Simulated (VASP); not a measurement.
# P (P6_3/mmc) in VASP: further runs, part 2 of 2

VASP 6.6.1.

### 4 Single point, PBE

This run uses another cell than the first one, of 11.33 Å³/atom.

INCAR reads:

```
SYSTEM = P
PREC     = Accurate       ! precision mode
ENCUT    = 520            ! plane-wave cutoff, eV
EDIFF    = 1E-6           ! SCF threshold, eV
ISMEAR   = -1             ! smearing method
SIGMA    = 0.05           ! smearing width, eV
LREAL    = .False.        ! projectors in reciprocal space
LASPH    = .True.         ! aspherical terms in the spheres
NELM     = 100            ! most SCF steps
ALGO     = Normal         ! electronic algorithm
ISIF     = 2              ! what is computed and relaxed
LWAVE    = .False.        ! write WAVECAR
LCHARG   = .True.         ! write CHGCAR
GGA      = PE             ! functional
LELF     = .True.         ! ELF
LVHAR    = .True.       
NBANDS   = 12             ! bands
```

KPOINTS reads:

```
regular mesh
0
Gamma
  17 17 10
  0 0 0
```

POSCAR reads:

```
P
1.0
    2.5028770853      0.0000000000      0.0000000000
   -1.2514385426      2.1675551384      0.0000000000
    0.0000000000      0.0000000000      4.1758258690
P
2
Direct
    0.3333333333      0.6666666667      0.2500000000
    0.6666666667      0.3333333333      0.7500000000
```

Potentials or basis: VASP PAW PBE potentials, release 64 (P).

Run with:

```sh
> cat potpaw_PBE.64/P/POTCAR > POTCAR
> mpirun -np 1 vasp_std > vasp.out
```

OUTCAR:

```text
SYSTEM = P
   PREC = Accurate
   ENCUT = 520
   EDIFF = 1E-6
   ISMEAR = -1
   LREAL = .False.
   LASPH = .True.
   NELM = 100
   ISIF = 2
   GGA = PE

 ion  position               nearest neighbor table
   1  0.333  0.667  0.250-   2 2.54   2 2.54   2 2.54   2 2.54   2 2.54   2 2.54
   2  0.667  0.333  0.750-   1 2.54   1 2.54   1 2.54   1 2.54   1 2.54   1 2.54

  LATTYP: Found a hexagonal cell.
 ALAT       =     2.5028770853
 C/A-ratio  =     1.6684102841

  Lattice vectors:

 A1 = (   2.5028770853,   0.0000000000,   0.0000000000)
 A2 = (  -1.2514385426,   2.1675551384,   0.0000000000)
 A3 = (   0.0000000000,   0.0000000000,   4.1758258690)

Analysis of symmetry for initial positions (statically):
=====================================================================
 Subroutine PRICEL returns:
 Original cell was already a primitive cell.

 Routine SETGRP: Setting up the symmetry group for a
 hexagonal supercell.

 Subroutine GETGRP returns: Found 24 space group operations
 (whereof 12 operations were pure point group operations)
 out of a pool of 24 trial point group operations.

The static configuration has the point symmetry D_3d.
 The point group associated with its full space group is D_6h.

[... 167 lines left out ...]

 k-point     1 :       0.0000    0.0000    0.0000
  band No.  band energies     occupation
      1      -5.4871      2.00000
      2       1.8313      2.00000
      3       3.3944      2.00000
      4      20.4501      0.00000
      5      20.4501      0.00000
      6      22.4440      0.00000
      7      22.4440      0.00000
      8      22.7452      0.00000
      9      24.8716      0.00000
     10      26.3466      0.00000
     11      26.8656      0.00000
     12      26.8656      0.00000
[... 331 lines left out ...]
 k-point    24 :       0.1765    0.1765    0.0000
  band No.  band energies     occupation
      1      -2.6686      2.00000
      2       4.5895      2.00000
      3       6.0578      2.00000
      4      10.6004      2.00000
      5      11.6183      2.00000
      6      17.4288      0.00000
      7      17.5711      0.00000
      8      18.0992      0.00000
      9      21.8100      0.00000
     10      25.4991      0.00000
     11      26.5148      0.00000
     12      27.2179      0.00000

 [... further k-points ...]
[... 5 lines left out ...]
  --------------------------------------------------------------------------------------
  -------------------------------------------------------------------------------------
  Total        5.0397139      5.0397139      5.0512110      0.0000000     -0.0000000      0.0000000
  in kB      356.4219234    356.4219234    357.2350271      0.0000000     -0.0000000      0.0000000
  external PRESSURE =     356.6929580 kB  Pullay stress =       0.0000000 kB

 VOLUME and BASIS-vectors are now :
 -----------------------------------------------------------------------------
  energy-cutoff  :      520.00
  volume of cell :       22.65
      direct lattice vectors                 reciprocal lattice vectors
     2.502877085  0.000000000  0.000000000     0.399540196  0.230674639  0.000000000
    -1.251438543  2.167555138  0.000000000     0.000000000  0.461349279  0.000000000
     0.000000000  0.000000000  4.175825869     0.000000000  0.000000000  0.239473587

 POSITION                                       TOTAL-FORCE (eV/Angst)
 -----------------------------------------------------------------------------------
     -0.00000      1.44504      1.04396         0.000000      0.000000      0.000000
      1.25144      0.72252      3.13187        -0.000000     -0.000000      0.000000
 -----------------------------------------------------------------------------------
    total drift:                               -0.000000      0.000000      0.000000

  FREE ENERGIE OF THE ION-ELECTRON SYSTEM (eV)
  ---------------------------------------------------
  free  energy   TOTEN  =        -8.5506086730 eV

  energy  without entropy=       -8.5461360302  energy(sigma->0) =       -8.54837235
```

It took 26 s on 1 thread of Intel Xeon Platinum 8488C (Sapphire Rapids), shared host; peak memory 0.16 GiB.

Results:

| Quantity | Value |
| --- | --- |
| Free energy | -8.5506 eV |
| Pressure | 35.7 GPa |
| Band gap on the k mesh | zero (bands 5 and 6 overlap by 13.88 eV) |

Levels at points of the mesh, in eV from the Fermi level:
```tsv
k point	band 3	band 4	band 5	band 6	band 7	band 8
(0.00, 0.00, 0.00)	-10.40	6.65	6.65	8.64	8.64	8.95
(0.00, 0.00, 0.50)	-1.51	-1.51	8.00	8.00	8.00	8.00
```

Caveat: the cell stands under pressure.

### 5 Single point, PBE (11.33 Å³/atom)

This run uses another cell than the first one, of 11.33 Å³/atom.

INCAR reads:

```
SYSTEM = P
PREC = Accurate
ENCUT = 520
EDIFF = 1E-6
ISMEAR = -1
SIGMA = 0.05
LREAL = .FALSE.
LASPH = .TRUE.
NELM = 60
ALGO = Normal
ISIF = 2
LWAVE = .FALSE.
LCHARG = .TRUE.
GGA = PE
LELF = .TRUE.
LVHAR = .TRUE.
NBANDS = 12
```

KPOINTS reads:

```
regular mesh
0
G
  17 17 10
  0 0 0
```

Edit POSCAR of step 4 so:

```diff
@@ -2,3 +2,3 @@
 1.0
-    2.5028770853      0.0000000000      0.0000000000
+    2.5028770852      0.0000000000      0.0000000000
    -1.2514385426      2.1675551384      0.0000000000
```

Potentials or basis: VASP PAW PBE potentials, release 64 (P).

Run with:

```sh
> cat potpaw_PBE.64/P/POTCAR > POTCAR
> mpirun -np 1 vasp_std > vasp.out
```

OUTCAR:

```text
SYSTEM = P
   PREC = Accurate
   ENCUT = 520
   EDIFF = 1E-6
   ISMEAR = -1
   LREAL = .FALSE.
   LASPH = .TRUE.
   NELM = 60
   ISIF = 2
   GGA = PE

 ion  position               nearest neighbor table
   1  0.333  0.667  0.250-   2 2.54   2 2.54   2 2.54   2 2.54   2 2.54   2 2.54
   2  0.667  0.333  0.750-   1 2.54   1 2.54   1 2.54   1 2.54   1 2.54   1 2.54

  LATTYP: Found a hexagonal cell.
 ALAT       =     2.5028770852
 C/A-ratio  =     1.6684102842

  Lattice vectors:

 A1 = (   2.5028770852,   0.0000000000,   0.0000000000)
 A2 = (  -1.2514385426,   2.1675551384,   0.0000000000)
 A3 = (   0.0000000000,   0.0000000000,   4.1758258690)

Analysis of symmetry for initial positions (statically):
=====================================================================
 Subroutine PRICEL returns:
 Original cell was already a primitive cell.

 Routine SETGRP: Setting up the symmetry group for a
 hexagonal supercell.

 Subroutine GETGRP returns: Found 24 space group operations
 (whereof 12 operations were pure point group operations)
 out of a pool of 24 trial point group operations.

The static configuration has the point symmetry D_3d.
 The point group associated with its full space group is D_6h.

[... 167 lines left out ...]

 k-point     1 :       0.0000    0.0000    0.0000
  band No.  band energies     occupation
      1      -5.4871      2.00000
      2       1.8313      2.00000
      3       3.3944      2.00000
      4      20.4501      0.00000
      5      20.4501      0.00000
      6      22.4440      0.00000
      7      22.4440      0.00000
      8      22.7452      0.00000
      9      24.8716      0.00000
     10      26.3466      0.00000
     11      26.8656      0.00000
     12      26.8656      0.00000
[... 331 lines left out ...]
 k-point    24 :       0.1765    0.1765    0.0000
  band No.  band energies     occupation
      1      -2.6686      2.00000
      2       4.5895      2.00000
      3       6.0578      2.00000
      4      10.6004      2.00000
      5      11.6183      2.00000
      6      17.4288      0.00000
      7      17.5711      0.00000
      8      18.0992      0.00000
      9      21.8100      0.00000
     10      25.4991      0.00000
     11      26.5148      0.00000
     12      27.2179      0.00000

 [... further k-points ...]
[... 5 lines left out ...]
  --------------------------------------------------------------------------------------
  -------------------------------------------------------------------------------------
  Total        5.0397139      5.0397139      5.0512110      0.0000000     -0.0000000      0.0000000
  in kB      356.4219239    356.4219239    357.2350267      0.0000000     -0.0000000      0.0000000
  external PRESSURE =     356.6929582 kB  Pullay stress =       0.0000000 kB

 VOLUME and BASIS-vectors are now :
 -----------------------------------------------------------------------------
  energy-cutoff  :      520.00
  volume of cell :       22.65
      direct lattice vectors                 reciprocal lattice vectors
     2.502877085  0.000000000  0.000000000     0.399540196  0.230674639  0.000000000
    -1.251438543  2.167555138  0.000000000     0.000000000  0.461349279  0.000000000
     0.000000000  0.000000000  4.175825869     0.000000000  0.000000000  0.239473587

 POSITION                                       TOTAL-FORCE (eV/Angst)
 -----------------------------------------------------------------------------------
     -0.00000      1.44504      1.04396        -0.000000     -0.000000      0.000000
      1.25144      0.72252      3.13187         0.000000      0.000000      0.000000
 -----------------------------------------------------------------------------------
    total drift:                               -0.000000      0.000000      0.000000

  FREE ENERGIE OF THE ION-ELECTRON SYSTEM (eV)
  ---------------------------------------------------
  free  energy   TOTEN  =        -8.5506086725 eV

  energy  without entropy=       -8.5461360298  energy(sigma->0) =       -8.54837235
```

OSZICAR:

```text
N       E                     dE             d eps       ncg     rms          rms(c)
DAV:   1     0.209723626843E+02    0.20972E+02   -0.47863E+03  4760   0.750E+02
DAV:   2    -0.764161413155E+01   -0.28614E+02   -0.27027E+02  6480   0.121E+02
DAV:   3    -0.856693753177E+01   -0.92532E+00   -0.92075E+00  6212   0.195E+01
DAV:   4    -0.857027424710E+01   -0.33367E-02   -0.33362E-02  5688   0.143E+00
DAV:   5    -0.857028672915E+01   -0.12482E-04   -0.12482E-04  6076   0.837E-02    0.917E+00
DAV:   6    -0.855668015238E+01    0.13607E-01   -0.60328E-03  5432   0.429E-01    0.536E+00
DAV:   7    -0.855060060101E+01    0.60796E-02   -0.11617E-02  5240   0.602E-01    0.139E-01
DAV:   8    -0.855060629997E+01   -0.56990E-05   -0.17954E-04  6016   0.959E-02    0.303E-02
DAV:   9    -0.855060929899E+01   -0.29990E-05   -0.31665E-06  5896   0.116E-02    0.552E-03
DAV:  10    -0.855060867252E+01    0.62647E-06   -0.27797E-07  3448   0.339E-03
   1 F= -.85506087E+01 E0= -.85483724E+01  d E =-.447264E-02
```

Run time: 20 s. Hardware: 1 thread of Intel Xeon Platinum 8488C (Sapphire Rapids), shared host; peak memory 0.16 GiB.

Results:

```yaml
Free_energy: -8.5506 eV
Pressure: 35.7 GPa
Band_gap_on_the_k_mesh: zero (bands 5 and 6 overlap by 13.88 eV)
```

Stress tensor (GPa, compression positive):
```
35.64  0.00  0.00
 0.00 35.64  0.00
 0.00  0.00 35.72
```

Caveat: the cell stands under pressure.
